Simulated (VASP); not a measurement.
# Na (Im-3m) in VASP: notebook

Na is run at these levels: LDA; tasks: single point.

All numbers are computed with VASP 6.6.1; they aren't measurements. Logs are shortened: lines on timing, memory, paths and dates and some standing lists are left out, and cuts for length are marked.

### 1 The cell of the first run

Symmetry: Im-3m, No. 229, cubic system. The conventional cell has a = 4.224 Å, b = 4.224 Å, c = 4.224 Å, α = 90.00°, β = 90.00°, γ = 90.00°. Na (site symmetry m-3m) has 14 Na at 3.66 to 4.22 Å within 4.8 Å.

### 2 Single point, LDA (volume scaled by 0.96)

The input, INCAR:

```
PREC = Accurate
ENCUT = 520
EDIFF = 1E-7
ISMEAR = -1
SIGMA = 0.05
LREAL = False
LASPH = True
NELM = 100
ALGO = Normal
ISIF = 2
LWAVE = False
LCHARG = False
GGA = CA
NBANDS = 10
```

The input, KPOINTS:

```
Automatic mesh
0
Gamma
  9 9 9
```

The input, POSCAR:

```
Na
1.0
   -2.1120640205      2.1120640205      2.1120640205
    2.1120640205     -2.1120640205      2.1120640205
    2.1120640205      2.1120640205     -2.1120640205
Na
1
Direct
    0.0000000000      0.0000000000      0.0000000000
```

Potentials or basis: VASP PAW LDA potentials, release 64 (Na_pv).

Run with:

```bash
$ cat potpaw_LDA.64/Na_pv/POTCAR > POTCAR
$ mpirun -np 1 vasp_std > vasp.out
```

OUTCAR:

```text
PREC = Accurate
   ENCUT = 520
   EDIFF = 1E-7
   ISMEAR = -1
   LREAL = False
   LASPH = True
   NELM = 100
   ISIF = 2
   GGA = CA

 ion  position               nearest neighbor table
   1  0.000  0.000  0.000-

  LATTYP: Found a body centered cubic cell.
 ALAT       =     4.2241280410

  Lattice vectors:

 A1 = (  -2.1120640205,   2.1120640205,   2.1120640205)
 A2 = (   2.1120640205,  -2.1120640205,   2.1120640205)
 A3 = (   2.1120640205,   2.1120640205,  -2.1120640205)

Analysis of symmetry for initial positions (statically):
=====================================================================
 Subroutine PRICEL returns:
 Original cell was already a primitive cell.

 Routine SETGRP: Setting up the symmetry group for a
 body centered cubic supercell.

 Subroutine GETGRP returns: Found 48 space group operations
[... 9 lines left out ...]

 Routine SETGRP: Setting up the symmetry group for a
 body centered cubic supercell.

 Subroutine GETGRP returns: Found 48 space group operations
[... 11 lines left out ...]
                                     Primitive cell

  volume of cell :      37.6861

  direct lattice vectors                    reciprocal lattice vectors
    -2.112064021  2.112064021  2.112064021     0.000000000  0.236735248  0.236735248
     2.112064021 -2.112064021  2.112064021     0.236735248  0.000000000  0.236735248
     2.112064021  2.112064021 -2.112064021     0.236735248  0.236735248  0.000000000

  length of vectors
     3.658202192  3.658202192  3.658202192     0.334794199  0.334794199  0.334794199

  position of ions in fractional coordinates (direct lattice)
     0.000000000  0.000000000  0.000000000

  ion indices of the primitive-cell ions
   primitive index   ion index
                 1           1

----------------------------------------------------------------------------------------

 KPOINTS: Automatic mesh

Automatic generation of k-mesh.
 Grid dimensions read from file:
 generate k-points for:    9    9    9

 Generating k-lattice:

  Cartesian coordinates                     Fractional coordinates (reciprocal lattice)
     0.000000000  0.026303916  0.026303916     0.111111111  0.000000000  0.000000000
     0.026303916  0.000000000  0.026303916     0.000000000  0.111111111  0.000000000
     0.026303916  0.026303916  0.000000000     0.000000000  0.000000000  0.111111111

  Length of vectors
     0.037199355  0.037199355  0.037199355

  Shift w.r.t. Gamma in fractional coordinates (k-lattice)
     0.000000000  0.000000000  0.000000000

 Subroutine IBZKPT returns following result:
 ===========================================

 Found     35 irreducible k-points:

 Following reciprocal coordinates:
            Coordinates               Weight
  0.000000  0.000000  0.000000      1.000000
  0.111111  0.000000  0.000000     12.000000
  0.222222  0.000000  0.000000     12.000000
  0.333333  0.000000  0.000000     12.000000
  0.444444  0.000000  0.000000     12.000000
  0.111111  0.111111  0.000000     24.000000
[... 16 lines left out ...]
 -0.333333  0.444444  0.111111     48.000000
 -0.444444 -0.444444  0.111111     24.000000
 [... further k-points ...]
   k-points           NKPTS =     35   k-points in BZ     NKDIM =     35   number of bands    NBANDS=     10
   number of dos      NEDOS =    301   number of ions     NIONS =      1
   total plane-waves  NPLWV =  21952
   dimension x,y,z NGX =    28 NGY =   28 NGZ =   28
   dimension x,y,z NGXF=    56 NGYF=   56 NGZF=   56
   ions per type =               1
   NGX,Y,Z   is equivalent  to a cutoff of  12.72, 12.72, 12.72 a.u.
   NGXF,Y,Z  is equivalent  to a cutoff of  25.45, 25.45, 25.45 a.u.
 SYSTEM =  unknown system
   PREC   = accura    normal or accurate (medium, high low for compatibility)
   ISTART =      0    job   : 0-new  1-cont  2-samecut
   ICHARG =      2    charge: 1-file 2-atom 10-const
   ISPIN  =      1    spin polarized calculation?
   LNONCOLLINEAR =      F non collinear calculations
   LSORBIT =      F    spin-orbit coupling
   LASPH  =      T    aspherical Exc in radial PAW
   ENCUT  =  520.0 eV  38.22 Ry    6.18 a.u.   6.80  6.80  6.80*2*pi/ulx,y,z
   NELM   =    100;   NELMIN=  2; NELMDL= -5     # of ELM steps
   EDIFF  = 0.1E-06   stopping-criterion for ELM
   LREAL  =      F    real-space projection
   EDIFFG = 0.1E-05   stopping-criterion for IOM
   NSW    =      0    number of steps for IOM
   IBRION =     -1    ionic relax: 0-MD 1-quasi-New 2-CG
   NFREE  =      0    steps in history (QN), initial steepest desc. (CG)
   ISIF   =      2    stress and relaxation
   ISYM   =      2    0-nonsym 1-usesym 2-fastsym
   POTIM  = 0.5000    time-step for ionic-motion
   TEBEG  =    0.0;   TEEND  =   0.0 temperature during run
   PSTRESS=    0.0 pullay stress
   NELECT =       7.0000    total number of electrons
   NUPDOWN=      -1.0000    fix difference up-down
   EMIN   =  10.00;   EMAX   =-10.00  energy-range for DOS
   EFERMI =   0.00;   METHOD = LEGACY
   ISMEAR =    -1;   SIGMA  =   0.05  broadening in eV -4-tet -1-fermi 0-gaus
   EFERMI_NEDOS =   21; number of points for ismear=-14 and -15
   IALGO  =     38    algorithm
   IMIX   =      4    mixing-type and parameters
     AMIX     =   0.40;   BMIX     =  1.00
     AMIX_MAG =   1.60;   BMIX_MAG =  1.00
  volume/ion in A,a.u.               =      37.69       254.32
  Fermi-wavevector in a.u.,A,eV,Ry     =   0.934072  1.765140 11.870958  0.872491
  Thomas-Fermi vector in A             =   2.060839
   LORBIT       =      0    0 simple, 1 ext, 2 COOP (PROOUT), +10 PAW based schemes
   GGA     = CA    functional components
   LHFCALC =     F    Hartree Fock is set to
   AEXX    =    0.0000 exact exchange contribution
   IVDW    =     0    specifies the selected vdW correction
   LEPSILON=     F    determine dielectric tensor
   LRPA    =     F    only Hartree local field effects (RPA)
 non-spin polarized calculation
  energy-cutoff  :      520.00
  volume of cell :       37.69
 maximum number of plane-waves:      1027
   NGX = 13   NGY = 13   NGZ = 13

 number of electron       7.0000002 magnetization

 Free energy of the ion-electron system (eV)
  ---------------------------------------------------
  ext. energy  EPLUGINS =         0.00000000
  ---------------------------------------------------
  free energy    TOTEN  =        -1.44717896 eV

  energy without entropy =       -1.44398867  energy(sigma->0) =       -1.44558381

 E-fermi :   0.0992     XC(G=0):  -6.6823

 val. band max:        0.0020130083   @ k =  -0.3333   0.4444   0.1111
 cond. band min:       0.2004464052   @ k =   0.4444   0.0000   0.0000
 fundamental gap:      0.1984333969
 Fermi energy:         0.0992223656

 k-point     1 :       0.0000    0.0000    0.0000
  band No.  band energies     occupation
      1     -24.8433      2.00000
      2     -24.8433      2.00000
      3     -24.8433      2.00000
      4      -3.1326      2.00000
      5      11.6531      0.00000
      6      11.6531      0.00000
      7      11.6531      0.00000
      8      12.7420      0.00000
      9      12.7420      0.00000
     10      13.3746      0.00000

 k-point     2 :       0.1111    0.0000    0.0000
  band No.  band energies     occupation
      1     -24.8474      2.00000
      2     -24.8447      2.00000
      3     -24.8433      2.00000
      4      -2.9177      2.00000
      5       9.4983      0.00000
      6      10.6657      0.00000
      7      10.9206      0.00000
      8      11.5312      0.00000
      9      12.0189      0.00000
     10      13.4373      0.00000

 k-point     3 :       0.2222    0.0000    0.0000
  band No.  band energies     occupation
      1     -24.8576      2.00000
      2     -24.8482      2.00000
      3     -24.8433      2.00000
      4      -2.2784      2.00000
      5       6.7092      0.00000
      6       9.5085      0.00000
      7      10.0115      0.00000
      8      10.4273      0.00000
      9      11.3467      0.00000
     10      13.9698      0.00000

 k-point     4 :       0.3333    0.0000    0.0000
  band No.  band energies     occupation
      1     -24.8691      2.00000
      2     -24.8521      2.00000
      3     -24.8433      2.00000
      4      -1.2295      2.00000
      5       4.2104      0.00000
      6       8.7058      0.00000
      7       9.3792      0.00000
      8       9.6911      0.00000
      9      10.6904      0.00000
     10      14.8133      0.00000

 k-point     5 :       0.4444    0.0000    0.0000
  band No.  band energies     occupation
      1     -24.8765      2.00000
      2     -24.8547      2.00000
      3     -24.8433      2.00000
      4       0.2004      0.23331
      5       2.0561      0.00000
      6       8.3004      0.00000
      7       9.0612      0.00000
      8       9.3240      0.00000
      9      10.3156      0.00000
     10      15.7768      0.00000

 k-point     6 :       0.1111    0.1111    0.0000
  band No.  band energies     occupation
      1     -24.8544      2.00000
      2     -24.8462      2.00000
      3     -24.8443      2.00000
      4      -2.4906      2.00000
      5       7.9794      0.00000
      6       8.4680      0.00000
      7      10.0840      0.00000
      8      11.5007      0.00000
      9      12.1764      0.00000
     10      13.7256      0.00000

 k-point     7 :       0.2222    0.1111    0.0000
  band No.  band energies     occupation
      1     -24.8644      2.00000
      2     -24.8504      2.00000
      3     -24.8447      2.00000
      4      -1.6466      2.00000
      5       5.5357      0.00000
      6       7.3346      0.00000
      7       9.2242      0.00000
      8      10.8992      0.00000
      9      12.3812      0.00000
     10      13.3342      0.00000

 k-point     8 :       0.3333    0.1111    0.0000
  band No.  band energies     occupation
      1     -24.8729      2.00000
      2     -24.8545      2.00000
      3     -24.8448      2.00000
      4      -0.4054      1.99992
      5       3.2282      0.00000
      6       6.7416      0.00000
      7       8.6833      0.00000
      8      10.3736      0.00000
      9      12.2016      0.00000
     10      14.0436      0.00000

 k-point     9 :       0.4444    0.1111   -0.0000
  band No.  band energies     occupation
      1     -24.8762      2.00000
      2     -24.8562      2.00000
      3     -24.8448      2.00000
      4       1.0325      0.00000
      5       1.4323      0.00000
      6       6.5452      0.00000
      7       8.5001      0.00000
      8      10.1903      0.00000
      9      12.0616      0.00000
     10      14.9836      0.00000
[... 118 lines left out ...]
 k-point    19 :      -0.2222    0.2222    0.1111
  band No.  band energies     occupation
      1     -24.8574      2.00000
      2     -24.8496      2.00000
      3     -24.8466      2.00000
      4      -2.0669      2.00000
      5       6.8649      0.00000
      6       8.2703      0.00000
      7       9.1509      0.00000
      8      10.8204      0.00000
      9      11.5877      0.00000
     10      13.0968      0.00000

 k-point    20 :      -0.3333    0.3333    0.1111
  band No.  band energies     occupation
      1     -24.8684      2.00000
      2     -24.8536      2.00000
      3     -24.8464      2.00000
      4      -1.0221      2.00000
      5       4.3966      0.00000
      6       7.5302      0.00000
      7       8.4875      0.00000
      8      10.9327      0.00000
      9      11.4446      0.00000
     10      12.5391      0.00000

 k-point    21 :      -0.2222    0.3333    0.1111
  band No.  band energies     occupation
      1     -24.8646      2.00000
      2     -24.8537      2.00000
      3     -24.8486      2.00000
      4      -1.2294      2.00000
      5       5.6553      0.00000
      6       6.2896      0.00000
      7       9.1790      0.00000
      8      10.1948      0.00000
      9      11.2601      0.00000
     10      14.6372      0.00000

 k-point    22 :      -0.4444    0.4444    0.1111
  band No.  band energies     occupation
      1     -24.8755      2.00000
      2     -24.8562      2.00000
      3     -24.8462      2.00000
      4       0.4015      0.00472
      5       2.2551      0.00000
      6       7.1586      0.00000
      7       8.1124      0.00000
      8      10.5877      0.00000
      9      11.6985      0.00000
     10      13.0319      0.00000

 k-point    23 :      -0.3333    0.4444    0.1111
  band No.  band energies     occupation
      1     -24.8715      2.00000
      2     -24.8582      2.00000
      3     -24.8488      2.00000
      4       0.0020      1.74962
      5       3.5973      0.00000
      6       5.4757      0.00000
      7       8.9812      0.00000
      8      10.5940      0.00000
      9      11.0285      0.00000
     10      13.8118      0.00000

 k-point    24 :      -0.4444   -0.4444    0.1111
  band No.  band energies     occupation
      1     -24.8742      2.00000
      2     -24.8600      2.00000
      3     -24.8488      2.00000
      4       1.4138      0.00000
      5       1.8439      0.00000
      6       5.2647      0.00000
      7       8.8309      0.00000
      8      10.5019      0.00000
      9      11.9281      0.00000
     10      12.7540      0.00000

 [... further k-points ...]
[... 5 lines left out ...]
  --------------------------------------------------------------------------------------
  -------------------------------------------------------------------------------------
  Total       -0.2183553     -0.2183553     -0.2183553     -0.0000000     -0.0000000      0.0000000
  in kB       -9.2830994     -9.2830994     -9.2830994     -0.0000000     -0.0000000      0.0000000
  external PRESSURE =      -9.2830994 kB  Pullay stress =       0.0000000 kB

 VOLUME and BASIS-vectors are now :
 -----------------------------------------------------------------------------
  energy-cutoff  :      520.00
  volume of cell :       37.69
      direct lattice vectors                 reciprocal lattice vectors
    -2.112064021  2.112064021  2.112064021     0.000000000  0.236735248  0.236735248
     2.112064021 -2.112064021  2.112064021     0.236735248  0.000000000  0.236735248
     2.112064021  2.112064021 -2.112064021     0.236735248  0.236735248  0.000000000

 POSITION                                       TOTAL-FORCE (eV/Angst)
 -----------------------------------------------------------------------------------
      0.00000      0.00000      0.00000        -0.000000      0.000000      0.000000
 -----------------------------------------------------------------------------------
    total drift:                               -0.000000     -0.000000     -0.000000

  FREE ENERGIE OF THE ION-ELECTRON SYSTEM (eV)
  ---------------------------------------------------
  free  energy   TOTEN  =        -1.4471789612 eV

  energy  without entropy=       -1.4439886684  energy(sigma->0) =       -1.44558381
```

It took 8.6 s on 1 thread of Intel Xeon Platinum 8488C (Sapphire Rapids), shared host; peak memory 0.13 GiB.

What came out:

- Free energy: -1.4472 eV
- Pressure: -0.9 GPa

Caveat: the cell differs from its parent crystal (volume scaled by 0.96).

### 3 Single point, LDA (volume scaled by 0.98)

The input, INCAR:

```
SYSTEM = Na
ALGO     = Fast           ! electronic algorithm
EDIFF    = 1E-6           ! SCF threshold, eV
ENCUT    = 520            ! plane-wave cutoff, eV
ISIF     = 2              ! what is computed and relaxed
ISMEAR   = -1             ! smearing method
LASPH    = .TRUE.         ! aspherical terms in the spheres
LCHARG   = .FALSE.        ! write CHGCAR
LREAL    = .FALSE.        ! projectors in reciprocal space
LWAVE    = .FALSE.        ! write WAVECAR
NBANDS   = 10             ! bands
NELM     = 80             ! most SCF steps
PREC     = Accurate       ! precision mode
SIGMA    = 0.05           ! smearing width, eV
```

The input, KPOINTS:

```
k-points
0
G
  9 9 9
  0 0 0
```

The input, POSCAR:

```
Na
1.0
   -2.1266304395      2.1266304395      2.1266304395
    2.1266304395     -2.1266304395      2.1266304395
    2.1266304395      2.1266304395     -2.1266304395
Na
1
Direct
    0.0000000000      0.0000000000      0.0000000000
```

Potentials or basis: VASP PAW LDA potentials, release 64 (Na_pv).

Run with:

```bash
$ cat potpaw_LDA.64/Na_pv/POTCAR > POTCAR
$ mpirun -np 1 vasp_std > vasp.out
```

Wall time 8.3 s (1 thread of Intel Xeon Platinum 8488C (Sapphire Rapids), shared host); peak memory 0.13 GiB.

The run converged. Its results:

```yaml
Free_energy: -1.4424 eV
Pressure: -1.2 GPa
```

Levels at points of the mesh, in eV from the Fermi level:
```
           k point  band 1  band 2  band 3  band 4  band 5  band 6  band 7
(0.00, 0.00, 0.00)  -24.96  -24.96  -24.96   -3.19   11.42   11.42   11.42
```

Caveat: the cell differs from its parent crystal (volume scaled by 0.98).

### 4 Single point, LDA

This run uses another cell than the first one, of 39.26 Å³/atom, 1.042 times its volume.

The input, INCAR:

```
SYSTEM = Na
PREC = Accurate
ENCUT = 520
EDIFF = 1E-7
ISMEAR = -1
SIGMA = 0.05
LREAL = .FALSE.
LASPH = .TRUE.
NELM = 60
ALGO = Normal
ISIF = 2
LWAVE = .FALSE.
LCHARG = .TRUE.
LELF = .TRUE.
LVHAR = .TRUE.
NBANDS = 10
```

The input, KPOINTS:

```
Automatic mesh
0
G
  9 9 9
  0 0 0
```

The input, POSCAR:

```
Na
1.0
   -2.1410000000      2.1410000000      2.1410000000
    2.1410000000     -2.1410000000      2.1410000000
    2.1410000000      2.1410000000     -2.1410000000
Na
1
Direct
    0.0000000000      0.0000000000      0.0000000000
```

Run with:

```bash
$ cat potpaw_LDA.64/Na_pv/POTCAR > POTCAR
$ mpirun -np 1 vasp_std > vasp.out
```

It took 6.5 s on 1 thread of Intel Xeon Platinum 8488C (Sapphire Rapids), shared host; peak memory 0.13 GiB.

It converged, with:

```
Free energy : -1.4371 eV
Pressure    : -1.1 GPa
```

Levels at points of the mesh, in eV from the Fermi level:
| k point | band 1 | band 2 | band 3 | band 4 | band 5 | band 6 | band 7 |
| --- | --- | --- | --- | --- | --- | --- | --- |
| (0.00, 0.00, 0.00) | -24.98 | -24.98 | -24.98 | -3.15 | 11.30 | 11.30 | 11.30 |

### 5 Single point, LDA (volume scaled by 1.02)

The input, INCAR:

```
ALGO = Normal
EDIFF = 1E-6
ENCUT = 520
ISIF = 2
ISMEAR = -1
LASPH = True
LCHARG = False
LREAL = False
LWAVE = False
NBANDS = 10
NELM = 100
PREC = Accurate
SIGMA = 0.05
```

The input, KPOINTS:

```
k-points
0
Gamma
  9 9 9
```

The input, POSCAR:

```
Na
1.0
   -2.1551792212      2.1551792212      2.1551792212
    2.1551792212     -2.1551792212      2.1551792212
    2.1551792212      2.1551792212     -2.1551792212
Na
1
Direct
    0.0000000000      0.0000000000      0.0000000000
```

Run with:

```bash
$ cat potpaw_LDA.64/Na_pv/POTCAR > POTCAR
$ mpirun -np 1 vasp_std > vasp.out
```

Wall time 6.2 s (1 thread of Intel Xeon Platinum 8488C (Sapphire Rapids), shared host); peak memory 0.13 GiB.

It converged, with:

| Item | Value |
| --- | --- |
| Free energy | -1.4314 eV |
| Pressure | -1.2 GPa |

Levels at points of the mesh, in eV from the Fermi level:
```csv
k point,band 1,band 2,band 3,band 4,band 5,band 6,band 7
"(0.00, 0.00, 0.00)",-25.00,-25.00,-25.00,-3.11,11.18,11.18,11.18
```

Caveat: the cell differs from its parent crystal (volume scaled by 1.02).

### 6 Single point, LDA (volume scaled by 1.04)

The input, INCAR:

```
SYSTEM = Na
PREC = Accurate ; ENCUT = 520
EDIFF = 1E-6 ; ISMEAR = -1
SIGMA = 0.05 ; LREAL = .False.
LASPH = .True. ; NELM = 100
ALGO = Fast ; ISIF = 2
LWAVE = .False. ; LCHARG = .False.
NBANDS = 10
```

The input, KPOINTS:

```
Automatic mesh
0
Gamma
  9 9 9
  0 0 0
```

The input, POSCAR:

```
Na
1.0
   -2.1691742836      2.1691742836      2.1691742836
    2.1691742836     -2.1691742836      2.1691742836
    2.1691742836      2.1691742836     -2.1691742836
Na
1
Direct
    0.0000000000      0.0000000000      0.0000000000
```

Potentials or basis: VASP PAW LDA potentials, release 64 (Na_pv).

Run with:

```bash
$ cat potpaw_LDA.64/Na_pv/POTCAR > POTCAR
$ mpirun -np 1 vasp_std > vasp.out
```

It took 8.1 s on 1 thread of Intel Xeon Platinum 8488C (Sapphire Rapids), shared host; peak memory 0.13 GiB.

It converged, with:

| Item | Value |
| --- | --- |
| Free energy | -1.4252 eV |
| Pressure | -1.3 GPa |

Levels at points of the mesh, in eV from the Fermi level:
```
           k point  band 1  band 2  band 3  band 4  band 5  band 6
(0.00, 0.00, 0.00)  -25.02  -25.02  -25.02   -3.07   11.06   11.06
```

Caveat: the cell differs from its parent crystal (volume scaled by 1.04).

### 7 The runs side by side

| cell | gap on the mesh (eV) | pressure (GPa) |
| --- | --- | --- |
| a = 3.658 Å, angles 109.5°, 1 atom | none | -0.9 |
| a = 3.683 Å, angles 109.5°, 1 atom | none | -1.2 |
| a = 3.708 Å, angles 109.5°, 1 atom | none | -1.1 |
| a = 3.733 Å, angles 109.5°, 1 atom | none | -1.2 |
| a = 3.757 Å, angles 109.5°, 1 atom | none | -1.3 |

Alike in all rows: task single point; level LDA; potentials or basis VASP PAW LDA potentials, release 64 (Na_pv); no spin polarisation; k mesh 9 × 9 × 9; cutoff (eV) 520; smearing fermi-dirac 0.05 eV.

Absolute energies hang on the potentials; compare differences alone.
